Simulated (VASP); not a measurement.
# GaN (I-4m2) in VASP: notebook

GaN is run at these levels: PBE, r2SCAN; tasks: single point.

Program: VASP 6.6.1. These are calculated values, not measurements. Logs are shortened: lines on timing, memory, paths and dates and some standing lists are left out, and cuts for length are marked.

### Step 1. The cell of the first run

It takes space group I-4m2 (No. 119, tetragonal). The conventional cell has a = 3.212 Å, b = 3.212 Å, c = 4.449 Å, α = 90.00°, β = 90.00°, γ = 90.00°. Within 2.6 Å of Ga (site symmetry -4m2) lie 4 N at 1.95 Å. Within 2.6 Å of N (site symmetry -4m2) lie 4 Ga at 1.95 Å.

### Step 2. Single point, PBE (epitaxial xy strain +1.0%)

Input file INCAR:

```
SYSTEM = GaN
PREC = Accurate
ENCUT = 520
EDIFF = 1E-7
ISMEAR = -1
SIGMA = 0.02
LREAL = .FALSE.
LASPH = .TRUE.
NELM = 100
ALGO = Normal
ISIF = 2
LWAVE = .FALSE.
LCHARG = .FALSE.
GGA = PE
NBANDS = 16
```

Input file KPOINTS:

```
regular mesh
0
G
  10 10 10
  0 0 0
```

Input file POSCAR:

```
GaN
1.0
    0.0000000000      2.2714420665      2.2244082653
    2.2714420665      0.0000000000      2.2244082653
    2.2714420665      2.2714420665      0.0000000000
Ga N
1 1
Direct
    0.0000000000      0.0000000000      0.0000000000
    0.2500000000      0.2500000000      0.2500000000
```

Potentials or basis: VASP PAW PBE potentials, release 64 (Ga_d, N).

Run with:

```sh
cat potpaw_PBE.64/Ga_d/POTCAR potpaw_PBE.64/N/POTCAR > POTCAR
mpirun -np 1 vasp_std > vasp.out
```

OUTCAR:

```text
SYSTEM = GaN
   PREC = Accurate
   ENCUT = 520
   EDIFF = 1E-7
   ISMEAR = -1
   LREAL = .FALSE.
   LASPH = .TRUE.
   NELM = 100
   ISIF = 2
   GGA = PE

 ion  position               nearest neighbor table
   1  0.000  0.000  0.000-   2 1.95   2 1.95   2 1.95   2 1.95
   2  0.250  0.250  0.250-   1 1.95   1 1.95   1 1.95   1 1.95

  LATTYP: Found a body centered tetragonal cell.
 ALAT       =     3.2123041766
 C/A-ratio  =     1.3849300334

  Lattice vectors:

 A1 = (   0.0000000000,  -2.2714420665,  -2.2244082653)
 A2 = (   0.0000000000,   2.2714420665,  -2.2244082653)
 A3 = (   2.2714420665,   0.0000000000,   2.2244082653)

Analysis of symmetry for initial positions (statically):
=====================================================================
 Subroutine PRICEL returns:
 Original cell was already a primitive cell.

 Routine SETGRP: Setting up the symmetry group for a
 body centered tetragonal supercell.

 Subroutine GETGRP returns: Found  8 space group operations
 (whereof  8 operations were pure point group operations)
 out of a pool of 16 trial point group operations.

The static configuration has the point symmetry D_2d.

Analysis of symmetry for dynamics (positions and initial velocities):
=====================================================================
 Subroutine PRICEL returns:
 Original cell was already a primitive cell.

 Routine SETGRP: Setting up the symmetry group for a
 body centered tetragonal supercell.

 Subroutine GETGRP returns: Found  8 space group operations
 (whereof  8 operations were pure point group operations)
 out of a pool of 16 trial point group operations.

The dynamic configuration has the point symmetry D_2d.

 Subroutine INISYM returns: Found  8 space group operations
 (whereof  8 operations are pure point group operations),
 and found     1 'primitive' translations

----------------------------------------------------------------------------------------

                                     Primitive cell

  volume of cell :      22.9534

  direct lattice vectors                    reciprocal lattice vectors
     0.000000000  2.271442067  2.224408265    -0.220124478  0.220124478  0.224778881
     2.271442067  0.000000000  2.224408265     0.220124478 -0.220124478  0.224778881
     2.271442067  2.271442067  0.000000000     0.220124478  0.220124478 -0.224778881

  length of vectors
[... 79 lines left out ...]
   LASPH  =      T    aspherical Exc in radial PAW
   ENCUT  =  520.0 eV  38.22 Ry    6.18 a.u.   5.91  5.91  5.97*2*pi/ulx,y,z
   NELM   =    100;   NELMIN=  2; NELMDL= -5     # of ELM steps
   EDIFF  = 0.1E-06   stopping-criterion for ELM
   LREAL  =      F    real-space projection
   EDIFFG = 0.1E-05   stopping-criterion for IOM
   NSW    =      0    number of steps for IOM
   IBRION =     -1    ionic relax: 0-MD 1-quasi-New 2-CG
   NFREE  =      0    steps in history (QN), initial steepest desc. (CG)
   ISIF   =      2    stress and relaxation
   ISYM   =      2    0-nonsym 1-usesym 2-fastsym
   POTIM  = 0.5000    time-step for ionic-motion
   TEBEG  =    0.0;   TEEND  =   0.0 temperature during run
   PSTRESS=    0.0 pullay stress
   NELECT =      18.0000    total number of electrons
   NUPDOWN=      -1.0000    fix difference up-down
   EMIN   =  10.00;   EMAX   =-10.00  energy-range for DOS
   EFERMI =   0.00;   METHOD = LEGACY
   ISMEAR =    -1;   SIGMA  =   0.02  broadening in eV -4-tet -1-fermi 0-gaus
   EFERMI_NEDOS =   21; number of points for ismear=-14 and -15
   IALGO  =     38    algorithm
   IMIX   =      4    mixing-type and parameters
     AMIX     =   0.40;   BMIX     =  1.00
     AMIX_MAG =   1.60;   BMIX_MAG =  1.00
  volume/ion in A,a.u.               =      11.48        77.45
  Fermi-wavevector in a.u.,A,eV,Ry     =   1.509674  2.852869 31.009233  2.279114
  Thomas-Fermi vector in A             =   2.619965
   LORBIT       =      0    0 simple, 1 ext, 2 COOP (PROOUT), +10 PAW based schemes
   GGA     = PE    functional components
   LHFCALC =     F    Hartree Fock is set to
   AEXX    =    0.0000 exact exchange contribution
   IVDW    =     0    specifies the selected vdW correction
   LEPSILON=     F    determine dielectric tensor
   LRPA    =     F    only Hartree local field effects (RPA)
 non-spin polarized calculation
  energy-cutoff  :      520.00
  volume of cell :       22.95
 maximum number of plane-waves:       631
   NGX = 11   NGY = 11   NGZ = 11

 number of electron      18.0000001 magnetization

 Free energy of the ion-electron system (eV)
  ---------------------------------------------------
  ext. energy  EPLUGINS =         0.00000000
  ---------------------------------------------------
  free energy    TOTEN  =       -12.14276115 eV

  energy without entropy =      -12.14276115  energy(sigma->0) =      -12.14276115

 E-fermi :   5.6591     XC(G=0): -11.6520

 val. band max:        5.3119776243   @ k =   0.0000   0.0000   0.0000
 cond. band min:       6.9546785854   @ k =   0.0000   0.0000   0.0000
 fundamental gap:      1.6427009611
 Fermi energy:         5.6591072114

 k-point     1 :       0.0000    0.0000    0.0000
  band No.  band energies     occupation
      1     -10.6581      2.00000
      2      -8.1970      2.00000
      3      -8.1970      2.00000
      4      -8.1751      2.00000
      5      -7.8738      2.00000
      6      -7.8731      2.00000
[... 433 lines left out ...]
      3      -7.9720      2.00000
      4      -7.9713      2.00000
      5      -7.8084      2.00000
      6      -6.8966      2.00000
[... 8 lines left out ...]
     15      27.4318      0.00000
     16      27.4663      0.00000

 [... further k-points ...]

------------------------ aborting loop because EDIFF is reached ----------------------------------------

  FORCE on cell =-STRESS in cart. coord.  units (eV):
  Direction    XX          YY          ZZ          XY          YZ          ZX
  --------------------------------------------------------------------------------------
  -------------------------------------------------------------------------------------
  Total        0.5278167      0.5278167      0.8723391      0.0000000      0.0000000      0.0000000
  in kB       36.8422306     36.8422306     60.8902974      0.0000000      0.0000000      0.0000000
  external PRESSURE =      44.8582529 kB  Pullay stress =       0.0000000 kB

 VOLUME and BASIS-vectors are now :
 -----------------------------------------------------------------------------
  energy-cutoff  :      520.00
  volume of cell :       22.95
      direct lattice vectors                 reciprocal lattice vectors
     0.000000000  2.271442067  2.224408265    -0.220124478  0.220124478  0.224778881
     2.271442067  0.000000000  2.224408265     0.220124478 -0.220124478  0.224778881
     2.271442067  2.271442067  0.000000000     0.220124478  0.220124478 -0.224778881

 POSITION                                       TOTAL-FORCE (eV/Angst)
 -----------------------------------------------------------------------------------
      0.00000      0.00000      0.00000         0.000000      0.000000     -0.000000
      1.13572      1.13572      1.11220        -0.000000     -0.000000      0.000000
 -----------------------------------------------------------------------------------
    total drift:                                0.000002      0.000002      0.000001

  FREE ENERGIE OF THE ION-ELECTRON SYSTEM (eV)
  ---------------------------------------------------
  free  energy   TOTEN  =       -12.1427611475 eV

  energy  without entropy=      -12.1427611474  energy(sigma->0) =      -12.14276115
```

OSZICAR:

```text
N       E                     dE             d eps       ncg     rms          rms(c)
DAV:   1     0.795780154193E+02    0.79578E+02   -0.92899E+03  3672   0.200E+03
DAV:   2    -0.857581228360E+01   -0.88154E+02   -0.82393E+02  3824   0.323E+02
DAV:   3    -0.140770247397E+02   -0.55012E+01   -0.54824E+01  3760   0.690E+01
DAV:   4    -0.141379455439E+02   -0.60921E-01   -0.60912E-01  4184   0.781E+00
DAV:   5    -0.141386946806E+02   -0.74914E-03   -0.74913E-03  3928   0.778E-01    0.771E+00
DAV:   6    -0.121420765651E+02    0.19966E+01   -0.49102E+00  4936   0.396E+01    0.268E+00
DAV:   7    -0.121504298255E+02   -0.83533E-02   -0.31961E-01  3600   0.660E+00    0.177E+00
DAV:   8    -0.121467756015E+02    0.36542E-02   -0.58718E-02  3768   0.326E+00    0.800E-01
DAV:   9    -0.121424876170E+02    0.42880E-02   -0.14457E-02  4912   0.272E+00    0.203E-01
DAV:  10    -0.121428548861E+02   -0.36727E-03   -0.15157E-03  3808   0.532E-01    0.102E-01
DAV:  11    -0.121427562587E+02    0.98627E-04   -0.28178E-04  4840   0.255E-01    0.799E-03
DAV:  12    -0.121427614690E+02   -0.52103E-05   -0.30213E-05  3760   0.520E-02    0.103E-02
DAV:  13    -0.121427612267E+02    0.24232E-06   -0.73018E-07  4152   0.143E-02    0.304E-03
DAV:  14    -0.121427611475E+02    0.79184E-07   -0.52010E-08  2928   0.287E-03
   1 F= -.12142761E+02 E0= -.12142761E+02  d E =-.221886E-10
```

It took 31 s on 1 thread of Intel Xeon 8259CL, shared host; peak memory 0.16 GiB.

What came out:

| Property | Result |
| --- | --- |
| Free energy | -12.1428 eV |
| Pressure | 4.5 GPa |
| Band gap on the k mesh | 1.64 eV |

Levels at points of the mesh, in eV from the valence-band top:
```csv
k point,band 7,band 8,band 9,band 10,band 11,band 12
"(0.00, 0.00, 0.00)",-0.09,-0.09,0.00,1.64,10.19,10.24
"(0.50, 0.00, 0.00)",-7.08,-1.10,-0.95,4.55,8.65,10.14
"(0.50, 0.50, 0.00)",-6.02,-2.86,-2.86,3.20,6.36,11.82
"(0.50, 0.00, 0.50)",-6.25,-2.70,-2.69,3.34,6.70,11.53
```

Caveat: the cell differs from its parent crystal (epitaxial xy strain +1.0%); the cell stands under pressure; the structure was generated, so it needn't be the stable form of GaN.

### Step 3. Single point, r2SCAN (epitaxial xy strain -3.0%)

Input file POSCAR:

```
GaN
1.0
    0.0000000000      2.1814839649      2.3183350162
    2.1814839649      0.0000000000      2.3183350162
    2.1814839649      2.1814839649      0.0000000000
Ga N
1 1
Direct
    0.0000000000      0.0000000000      0.0000000000
    0.2500000000      0.2500000000      0.2500000000
```

Input file INCAR.step1:

```
SYSTEM = GaN
PREC     = Accurate       ! precision mode
ENCUT    = 520            ! plane-wave cutoff, eV
ISMEAR   = 0              ! smearing method
SIGMA    = 0.01           ! smearing width, eV
LREAL    = .FALSE.        ! projectors in reciprocal space
LASPH    = .TRUE.         ! aspherical terms in the spheres
NELM     = 100            ! most SCF steps
NBANDS   = 16             ! bands
GGA      = PE             ! functional
ALGO     = Normal         ! electronic algorithm
EDIFF    = 1E-4           ! SCF threshold, eV
LWAVE    = .TRUE.         ! write WAVECAR
LCHARG   = .FALSE.        ! write CHGCAR
```

Input file INCAR.step2:

```
SYSTEM = GaN
PREC     = Accurate       ! precision mode
ENCUT    = 520            ! plane-wave cutoff, eV
EDIFF    = 1E-6           ! SCF threshold, eV
ISMEAR   = 0              ! smearing method
SIGMA    = 0.01           ! smearing width, eV
LREAL    = .FALSE.        ! projectors in reciprocal space
LASPH    = .TRUE.         ! aspherical terms in the spheres
NELM     = 100            ! most SCF steps
ALGO     = Normal         ! electronic algorithm
ISIF     = 2              ! what is computed and relaxed
LWAVE    = .FALSE.        ! write WAVECAR
LCHARG   = .FALSE.        ! write CHGCAR
METAGGA  = R2SCAN         ! meta-GGA
LMIXTAU  = .TRUE.       
NBANDS   = 16             ! bands
ISTART   = 1
```

Input file KPOINTS:

```
Automatic mesh
0
G
  10 10 10
  0 0 0
```

Potentials or basis: VASP PAW PBE potentials, release 64 (Ga_d, N).

Run with:

```sh
cat potpaw_PBE.64/Ga_d/POTCAR potpaw_PBE.64/N/POTCAR > POTCAR
cp INCAR.step1 INCAR
mpirun -np 1 vasp_std > vasp.out
cp INCAR.step2 INCAR
mpirun -np 1 vasp_std > vasp.out
```

OUTCAR:

```text
SYSTEM = GaN
   PREC = Accurate
   ENCUT = 520
   EDIFF = 1E-6
   ISMEAR = 0
   LREAL = .FALSE.
   LASPH = .TRUE.
   NELM = 100
   ISIF = 2
   METAGGA = R2SCAN
   ISTART = 1

 ion  position               nearest neighbor table
   1  0.000  0.000  0.000-   2 1.93   2 1.93   2 1.93   2 1.93
   2  0.250  0.250  0.250-   1 1.93   1 1.93   1 1.93   1 1.93

  LATTYP: Found a body centered tetragonal cell.
 ALAT       =     3.0850842093
 C/A-ratio  =     1.5029314333

  Lattice vectors:

[... 644 lines left out ...]

  FORCE on cell =-STRESS in cart. coord.  units (eV):
  Direction    XX          YY          ZZ          XY          YZ          ZX
  --------------------------------------------------------------------------------------
  -------------------------------------------------------------------------------------
  Total        1.4172996      1.4172996      0.1895727      0.0000000      0.0000000      0.0000000
  in kB      102.9110492    102.9110492     13.7649960      0.0000000      0.0000000      0.0000000
  external PRESSURE =      73.1956981 kB  Pullay stress =       0.0000000 kB

 VOLUME and BASIS-vectors are now :
 -----------------------------------------------------------------------------
  energy-cutoff  :      520.00
  volume of cell :       22.07
      direct lattice vectors                 reciprocal lattice vectors
     0.000000000  2.181483965  2.318335016    -0.229201776  0.229201776  0.215672022
     2.181483965  0.000000000  2.318335016     0.229201776 -0.229201776  0.215672022
     2.181483965  2.181483965  0.000000000     0.229201776  0.229201776 -0.215672022

 POSITION                                       TOTAL-FORCE (eV/Angst)
 -----------------------------------------------------------------------------------
      0.00000      0.00000      0.00000        -0.000000      0.000000      0.000000
      1.09074      1.09074      1.15917         0.000000     -0.000000     -0.000000
 -----------------------------------------------------------------------------------
    total drift:                                0.000009      0.000009      0.000011

  FREE ENERGIE OF THE ION-ELECTRON SYSTEM (eV)
  ---------------------------------------------------
  free  energy   TOTEN  =       -21.8538173880 eV

  energy  without entropy=      -21.8538173880  energy(sigma->0) =      -21.85381739
```

OUTCAR.step1:

```text
SYSTEM = GaN
   PREC = Accurate
   ENCUT = 520
   ISMEAR = 0
   LREAL = .FALSE.
   LASPH = .TRUE.
[... 678 lines left out ...]
      0.00000      0.00000      0.00000         0.000000      0.000000     -0.000000
      1.09074      1.09074      1.15917        -0.000000     -0.000000      0.000000
 -----------------------------------------------------------------------------------
    total drift:                               -0.000001     -0.000001      0.000001

  FREE ENERGIE OF THE ION-ELECTRON SYSTEM (eV)
  ---------------------------------------------------
  free  energy   TOTEN  =       -12.0756984675 eV

  energy  without entropy=      -12.0756984675  energy(sigma->0) =      -12.07569847
```

OSZICAR.step1:

```text
N       E                     dE             d eps       ncg     rms          rms(c)
DAV:   1     0.798951501452E+02    0.79895E+02   -0.93238E+03  3704   0.204E+03
DAV:   2    -0.859192386982E+01   -0.88487E+02   -0.82365E+02  3744   0.327E+02
DAV:   3    -0.140776979647E+02   -0.54858E+01   -0.54654E+01  3768   0.693E+01
DAV:   4    -0.141367262124E+02   -0.59028E-01   -0.59021E-01  4216   0.766E+00
DAV:   5    -0.141375124199E+02   -0.78621E-03   -0.78620E-03  3960   0.795E-01    0.785E+00
DAV:   6    -0.120721976939E+02    0.20653E+01   -0.48642E+00  4952   0.409E+01    0.268E+00
DAV:   7    -0.120833339103E+02   -0.11136E-01   -0.33971E-01  3600   0.650E+00    0.178E+00
DAV:   8    -0.120793585170E+02    0.39754E-02   -0.51838E-02  3824   0.335E+00    0.732E-01
DAV:   9    -0.120755024132E+02    0.38561E-02   -0.14431E-02  4848   0.287E+00    0.181E-01
DAV:  10    -0.120757921303E+02   -0.28972E-03   -0.15617E-03  3960   0.577E-01    0.800E-02
DAV:  11    -0.120756984675E+02    0.93663E-04   -0.25136E-04  3200   0.245E-01
   1 F= -.12075698E+02 E0= -.12075698E+02  d E =-.258728E-62
```

Run time: 2.9 min. Hardware: 1 thread of Intel Xeon 8259CL, shared host; peak memory 0.17 GiB.

What came out:

- Free energy: -21.8538 eV
- Pressure: 7.3 GPa
- Band gap on the k mesh: 2.24 eV

Caveat: the cell differs from its parent crystal (epitaxial xy strain -3.0%); the stress differs along the axes, from 1 to 10 GPa; the structure was generated, so it needn't be the stable form of GaN; the PAW data sets were made with another functional, which shifts forces and pressure a little.

(Part 1 of 3 ends here.)
